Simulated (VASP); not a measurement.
# TaN (P-6m2) in VASP: a series of runs

Runs on TaN. Level: PBEsol. Tasks: single point, relaxation of cell and atoms.

Program: VASP 6.6.1. These are calculated values, not measurements. Logs are shortened: lines on timing, memory, paths and dates and some standing lists are left out, and cuts for length are marked.

### 1 The cell of the first run

It takes space group P-6m2 (No. 187, hexagonal). Conventional cell: a = 3.142 Å, b = 3.142 Å, c = 2.824 Å, α = 90.00°, β = 90.00°, γ = 120.00°. Ta (site symmetry -6m2) has 6 N at 2.30 Å and 2 Ta at 2.82 Å within 3.0 Å. Within 3.0 Å of N (site symmetry -6m2) lie 6 Ta at 2.30 Å and 2 N at 2.82 Å.

### 2 Single point, PBEsol (strained)

File INCAR:

```
SYSTEM = TaN
PREC = Accurate
ENCUT = 520
EDIFF = 1E-6
ISMEAR = 0
SIGMA = 0.1
LREAL = .False.
LASPH = .True.
NELM = 60
ALGO = Normal
ISIF = 2
LWAVE = .False.
LCHARG = .False.
GGA = PS
NBANDS = 15
```

File KPOINTS:

```
regular mesh
0
Gamma
  18 18 14
  0 0 0
```

File POSCAR:

```
TaN
1.0
    3.1422191590      0.0000000000      0.0000000000
   -1.5711095795      2.7212416160      0.0000000000
    0.0000000000      0.0000000000      2.8239273300
Ta N
1 1
Direct
    0.3333333333      0.6666666667      0.5000000000
    0.0000000000      0.0000000000      0.0000000000
```

Potentials or basis: VASP PAW PBE potentials, release 64 (Ta_pv, N).

Command:

```sh
cat potpaw_PBE.64/Ta_pv/POTCAR potpaw_PBE.64/N/POTCAR > POTCAR
mpirun -np 1 vasp_std > vasp.out
```

OUTCAR:

```text
SYSTEM = TaN
   PREC = Accurate
   ENCUT = 520
   EDIFF = 1E-6
   ISMEAR = 0
   LREAL = .False.
   LASPH = .True.
   NELM = 60
   ISIF = 2
   GGA = PS

 ion  position               nearest neighbor table
   1  0.333  0.667  0.500-   2 2.30   2 2.30   2 2.30   2 2.30   2 2.30   2 2.30
   2  0.000  0.000  0.000-   1 2.30   1 2.30   1 2.30   1 2.30   1 2.30   1 2.30

  LATTYP: Found a hexagonal cell.
 ALAT       =     3.1422191590
 C/A-ratio  =     0.8987047647

  Lattice vectors:

 A1 = (   3.1422191590,   0.0000000000,   0.0000000000)
 A2 = (  -1.5711095795,   2.7212416160,   0.0000000000)
 A3 = (   0.0000000000,   0.0000000000,   2.8239273300)

Analysis of symmetry for initial positions (statically):
=====================================================================
 Subroutine PRICEL returns:
 Original cell was already a primitive cell.

 Routine SETGRP: Setting up the symmetry group for a
 hexagonal supercell.

 Subroutine GETGRP returns: Found 12 space group operations
 (whereof 12 operations were pure point group operations)
 out of a pool of 24 trial point group operations.

The static configuration has the point symmetry D_3h.

Analysis of symmetry for dynamics (positions and initial velocities):
=====================================================================
 Subroutine PRICEL returns:
 Original cell was already a primitive cell.

 Routine SETGRP: Setting up the symmetry group for a
 hexagonal supercell.

 Subroutine GETGRP returns: Found 12 space group operations
 (whereof 12 operations were pure point group operations)
 out of a pool of 24 trial point group operations.

The dynamic configuration has the point symmetry D_3h.

 Subroutine INISYM returns: Found 12 space group operations
 (whereof 12 operations are pure point group operations),
 and found     1 'primitive' translations

----------------------------------------------------------------------------------------

                                     Primitive cell

  volume of cell :      24.1467

  direct lattice vectors                    reciprocal lattice vectors
     3.142219159  0.000000000  0.000000000     0.318246421  0.183739657  0.000000000
    -1.571109580  2.721241616  0.000000000     0.000000000  0.367479313  0.000000000
     0.000000000  0.000000000  2.823927330     0.000000000  0.000000000  0.354116761

  length of vectors
     3.142219159  3.142219159  2.823927330     0.367479313  0.367479313  0.354116761
[... 85 lines left out ...]
   IBRION =     -1    ionic relax: 0-MD 1-quasi-New 2-CG
   NFREE  =      0    steps in history (QN), initial steepest desc. (CG)
   ISIF   =      2    stress and relaxation
   ISYM   =      2    0-nonsym 1-usesym 2-fastsym
   POTIM  = 0.5000    time-step for ionic-motion
   TEBEG  =    0.0;   TEEND  =   0.0 temperature during run
   PSTRESS=    0.0 pullay stress
   NELECT =      16.0000    total number of electrons
   NUPDOWN=      -1.0000    fix difference up-down
   EMIN   =  10.00;   EMAX   =-10.00  energy-range for DOS
   EFERMI =   0.00;   METHOD = LEGACY
   ISMEAR =     0;   SIGMA  =   0.10  broadening in eV -4-tet -1-fermi 0-gaus
   EFERMI_NEDOS =   21; number of points for ismear=-14 and -15
   IALGO  =     38    algorithm
   IMIX   =      4    mixing-type and parameters
     AMIX     =   0.40;   BMIX     =  1.00
     AMIX_MAG =   1.60;   BMIX_MAG =  1.00
  volume/ion in A,a.u.               =      12.07        81.47
  Fermi-wavevector in a.u.,A,eV,Ry     =   1.427236  2.697085 27.715103  2.037003
  Thomas-Fermi vector in A             =   2.547427
   LORBIT       =      0    0 simple, 1 ext, 2 COOP (PROOUT), +10 PAW based schemes
   GGA     = PS    functional components
   LHFCALC =     F    Hartree Fock is set to
   AEXX    =    0.0000 exact exchange contribution
   IVDW    =     0    specifies the selected vdW correction
   LEPSILON=     F    determine dielectric tensor
   LRPA    =     F    only Hartree local field effects (RPA)
 non-spin polarized calculation
 Gauss-broadening in eV      SIGMA  =   0.10
  energy-cutoff  :      520.00
  volume of cell :       24.15
 maximum number of plane-waves:       668
 NGX is ok and might be reduce to    24
   NGX = 11   NGY = 11   NGZ = 11

 number of electron      15.9999998 magnetization

 Free energy of the ion-electron system (eV)
  ---------------------------------------------------
  ext. energy  EPLUGINS =         0.00000000
  ---------------------------------------------------
  free energy    TOTEN  =       -23.29835243 eV

  energy without entropy =      -23.29782889  energy(sigma->0) =      -23.29809066

 E-fermi :   6.9752     XC(G=0): -12.8766

 val. band max:        6.9481017920   @ k =   0.0000   0.0000   0.4286
 cond. band min:       6.9799182437   @ k =   0.0000   0.0000   0.3571
 fundamental gap:      0.0318164518
 Fermi energy:         6.9751546937

 k-point     1 :       0.0000    0.0000    0.0000
  band No.  band energies     occupation
      1     -27.9968      2.00000
      2     -27.9968      2.00000
      3     -27.9206      2.00000
      4     -10.0103      2.00000
      5       2.2850      2.00000
      6       2.2850      2.00000
      7       3.3339      2.00000
      8       4.7996      2.00000
      9       7.8242      0.00000
     10      10.4733      0.00000
     11      10.4733      0.00000
     12      10.5761      0.00000
     13      10.5761      0.00000
     14      19.4620      0.00000
[... 401 lines left out ...]
      2     -28.1579      2.00000
      3     -27.8569      2.00000
      4      -8.2562      2.00000
      5      -0.6714      2.00000
      6       2.8069      2.00000
      7       3.1236      2.00000
      8       4.6870      2.00000
      9       9.0603      0.00000
     10       9.5169      0.00000
     11      10.5491      0.00000
     12      12.4330      0.00000
     13      14.3675      0.00000
     14      17.1962      0.00000
     15      19.9841      0.00000

 [... further k-points ...]
[... 5 lines left out ...]
  --------------------------------------------------------------------------------------
  -------------------------------------------------------------------------------------
  Total       -6.8244846     -6.8244846     -0.5373215      0.0000000     -0.0000000     -0.0000000
  in kB     -452.8176515   -452.8176515    -35.6523157      0.0000000     -0.0000000     -0.0000000
  external PRESSURE =    -313.7625396 kB  Pullay stress =       0.0000000 kB

 VOLUME and BASIS-vectors are now :
 -----------------------------------------------------------------------------
  energy-cutoff  :      520.00
  volume of cell :       24.15
      direct lattice vectors                 reciprocal lattice vectors
     3.142219159  0.000000000  0.000000000     0.318246421  0.183739657  0.000000000
    -1.571109580  2.721241616  0.000000000     0.000000000  0.367479313  0.000000000
     0.000000000  0.000000000  2.823927330     0.000000000  0.000000000  0.354116761

 POSITION                                       TOTAL-FORCE (eV/Angst)
 -----------------------------------------------------------------------------------
     -0.00000      1.81416      1.41196        -0.000000      0.000000      0.000000
      0.00000      0.00000      0.00000         0.000000     -0.000000      0.000000
 -----------------------------------------------------------------------------------
    total drift:                                0.000000     -0.000000     -0.000000

  FREE ENERGIE OF THE ION-ELECTRON SYSTEM (eV)
  ---------------------------------------------------
  free  energy   TOTEN  =       -23.2983524302 eV

  energy  without entropy=      -23.2978288857  energy(sigma->0) =      -23.29809066
```

OSZICAR:

```text
N       E                     dE             d eps       ncg     rms          rms(c)
DAV:   1     0.875264994815E+02    0.87526E+02   -0.87213E+03  8880   0.111E+03
DAV:   2    -0.227967813601E+02   -0.11032E+03   -0.10362E+03 10917   0.296E+02
DAV:   3    -0.257239355154E+02   -0.29272E+01   -0.29109E+01 10147   0.447E+01
DAV:   4    -0.257372823695E+02   -0.13347E-01   -0.13345E-01 11589   0.330E+00
DAV:   5    -0.257373794708E+02   -0.97101E-04   -0.97098E-04 10203   0.262E-01    0.193E+01
DAV:   6    -0.234842030150E+02    0.22532E+01   -0.37357E+00 10662   0.224E+01    0.807E+00
DAV:   7    -0.233410013121E+02    0.14320E+00   -0.41361E-01 10693   0.599E+00    0.572E+00
DAV:   8    -0.233041363744E+02    0.36865E-01   -0.20461E-01 10833   0.382E+00    0.122E+00
DAV:   9    -0.232985079985E+02    0.56284E-02   -0.17840E-02 10091   0.104E+00    0.243E-01
DAV:  10    -0.232983738945E+02    0.13410E-03   -0.89796E-04 11358   0.311E-01    0.599E-02
DAV:  11    -0.232983521248E+02    0.21770E-04   -0.31817E-05 10049   0.658E-02    0.142E-02
DAV:  12    -0.232983524302E+02   -0.30543E-06   -0.24555E-06 11407   0.147E-02
   1 F= -.23298352E+02 E0= -.23298091E+02  d E =-.523545E-03
```

It took 42 s on 1 thread of Intel Xeon 6975P-C (Granite Rapids), shared host; peak memory 0.22 GiB.

Results:

```
Free energy            : -23.2984 eV
Pressure               : -31.4 GPa
Band gap on the k mesh : zero (band 8 reaches 7.26 eV, above the bottom of band 9 at 6.95 eV)
```

Stress tensor (GPa, compression positive):
```
-45.28   0.00   0.00
  0.00 -45.28   0.00
  0.00   0.00  -3.57
```

Caveat: the cell differs from its parent crystal (strained); the PAW data sets were made with another functional, which shifts forces and pressure a little; spin-orbit coupling is left out, which moves the levels of the heavy elements.

### 3 Relaxation of cell and atoms, PBEsol

This run uses another cell than the first one, of 10.63 Å³/atom, 0.880 times its volume.

File INCAR:

```
  PREC = Accurate
  ENCUT = 600
  EDIFF = 1E-6
  ISMEAR = -1
  SIGMA = 0.15
  LREAL = F
  LASPH = T
  NELM = 60
  ALGO = Normal
  ISIF = 3
  LWAVE = F
  LCHARG = F
  GGA = PS
  IBRION = 2
  NSW = 80
  EDIFFG = -0.001
```

File KPOINTS:

```
Automatic mesh
0
Gamma
  18 18 14
```

File POSCAR:

```
TaN
1.0
    2.9239890448      0.0000000000      0.0000000000
   -1.4619945224      2.5322487931      0.0000000000
    0.0000000000      0.0000000000      2.8707276426
Ta N
1 1
Direct
    0.3333333333      0.6666666667      0.5000000000
    0.0000000000      0.0000000000      0.0000000000
```

Potentials or basis: VASP PAW PBE potentials, release 64 (Ta_pv, N).

Command:

```sh
cat potpaw_PBE.64/Ta_pv/POTCAR potpaw_PBE.64/N/POTCAR > POTCAR
mpirun -np 1 vasp_std > vasp.out
```

Run time: 5.3 min. Hardware: 1 thread of Intel Xeon 6975P-C (Granite Rapids), shared host; peak memory 0.24 GiB.

It converged, with:

```yaml
Free_energy: -23.8114 eV
Relaxed_volume: 10.65 Å³/atom
Relaxed_cell: a = 2.926 Å, b = 2.926 Å, c = 2.872 Å, α = 90.00°, β = 90.00°, γ = 120.00°
Space_group_after_relaxing_to_0.05_Å: P-6m2 (No. 187)
Energy_gained_by_relaxing: 0.0 meV/atom
Ionic_steps: 43
Pressure_after_relaxing: 0.0 GPa
Band_gap_on_the_k_mesh: zero (band 8 reaches 8.45 eV, above the bottom of band 9 at 8.11 eV)
```

Final structure:
```cif
data_structure
_symmetry_space_group_name_H-M 'P 1'
_symmetry_Int_Tables_number 1
_cell_length_a 2.9260
_cell_length_b 2.9260
_cell_length_c 2.8724
_cell_angle_alpha 90.000
_cell_angle_beta 90.000
_cell_angle_gamma 120.000
_cell_volume 21.30
loop_
_atom_site_label
_atom_site_type_symbol
_atom_site_fract_x
_atom_site_fract_y
_atom_site_fract_z
_atom_site_occupancy
Ta1 Ta 0.33333 0.66667 0.50000 1
N1 N 0.00000 0.00000 0.00000 1
```

Levels at points of the mesh, in eV from the Fermi level:
```
           k point  band 4  band 5  band 6  band 7  band 8  band 9  band 10  band 11  band 12
(0.00, 0.00, 0.00)  -17.85   -4.64   -4.64   -4.31   -2.95    2.28     3.62     3.62     4.02
(0.50, 0.00, 0.00)  -15.48   -8.41   -5.29   -3.58   -3.21    3.01     4.09     5.25     5.37
(0.00, 0.00, 0.50)  -15.10   -9.49   -3.81   -3.81   -0.13   -0.13     2.44     3.31     3.31
(0.50, 0.00, 0.50)  -15.82   -7.44   -6.28   -5.79   -0.35    4.21     5.43     6.15     7.18
```

Caveat: the PAW data sets were made with another functional, which shifts forces and pressure a little; spin-orbit coupling is left out, which moves the levels of the heavy elements.

### 4 Single point, PBEsol

This run uses another cell than the first one, of 10.11 Å³/atom, 0.838 times its volume.

File INCAR:

```
SYSTEM = TaN
PREC     = Accurate       ! precision mode
ENCUT    = 600            ! plane-wave cutoff, eV
EDIFF    = 1E-6           ! SCF threshold, eV
ISMEAR   = 0              ! smearing method
SIGMA    = 0.1            ! smearing width, eV
LREAL    = .False.        ! projectors in reciprocal space
LASPH    = .True.         ! aspherical terms in the spheres
NELM     = 120            ! most SCF steps
ALGO     = Normal         ! electronic algorithm
ISIF     = 2              ! what is computed and relaxed
LWAVE    = .False.        ! write WAVECAR
LCHARG   = .False.        ! write CHGCAR
GGA      = PS             ! functional
NBANDS   = 15             ! bands
GGA_COMPAT= .False.
```

File KPOINTS:

```
regular mesh
0
Gamma
  18 18 14
  0 0 0
```

File POSCAR:

```
TaN
1.0
    2.8729802398      0.0000000000      0.0000000000
   -1.4364901199      2.4880738722      0.0000000000
    0.0000000000      0.0000000000      2.8297497498
Ta N
1 1
Direct
    0.3333333333      0.6666666667      0.5000000000
    0.0000000000      0.0000000000      0.0000000000
```

Command:

```sh
cat potpaw_PBE.64/Ta_pv/POTCAR potpaw_PBE.64/N/POTCAR > POTCAR
mpirun -np 1 vasp_std > vasp.out
```

It took 1.7 min on 1 thread of AMD EPYC 7R13, shared host; peak memory 0.2 GiB.

The run converged. Its results:

| Item | Value |
| --- | --- |
| Free energy | -23.7394 eV |
| Pressure | 21.0 GPa |
| Band gap on the k mesh | zero (band 8 reaches 8.99 eV, above the bottom of band 9 at 8.64 eV) |

Stress tensor (GPa, compression positive):
```
20.89  0.00  0.00
 0.00 20.89  0.00
 0.00  0.00 21.15
```

Levels at points of the mesh, in eV from the Fermi level:
| k point | band 6 | band 7 | band 8 | band 9 | band 10 | band 11 |
| --- | --- | --- | --- | --- | --- | --- |
| (0.00, 0.00, 0.00) | -4.78 | -4.50 | -2.96 | 2.77 | 3.92 | 3.92 |
| (0.50, 0.00, 0.00) | -5.51 | -3.74 | -3.22 | 3.27 | 4.51 | 5.60 |
| (0.00, 0.00, 0.50) | -3.90 | -3.90 | -0.09 | -0.09 | 2.62 | 3.56 |
| (0.50, 0.00, 0.50) | -6.41 | -6.00 | -0.18 | 4.66 | 5.94 | 6.67 |

Caveat: the PAW data sets were made with another functional, which shifts forces and pressure a little; spin-orbit coupling is left out, which moves the levels of the heavy elements.

### 5 Overview

```csv
task,cell,cutoff (eV),smearing,gap on the mesh (eV),pressure (GPa)
single point,"a = 3.142, b = 3.142, c = 2.824 Å, angles 90.0, 90.0, 120.0°, 2 atoms",520,gaussian 0.1 eV,none,-31.4
relaxation of cell and atoms,"relaxed from a = 2.924, b = 2.924, c = 2.871 Å, angles 90.0, 90.0, 120.0°, 2 atoms",600,fermi-dirac 0.15 eV,none,0.0
single point,"a = 2.873, b = 2.873, c = 2.830 Å, angles 90.0, 90.0, 120.0°, 2 atoms",600,gaussian 0.1 eV,none,21.0
```

Alike in all rows: level PBEsol; potentials or basis VASP PAW PBE potentials, release 64 (Ta_pv, N); no spin polarisation; k mesh 18 × 18 × 14.

Caveats: the PAW data sets were made with another functional, which shifts forces and pressure a little; spin-orbit coupling is left out, which moves the levels of the heavy elements.

Absolute energies hang on the potentials; compare differences alone.
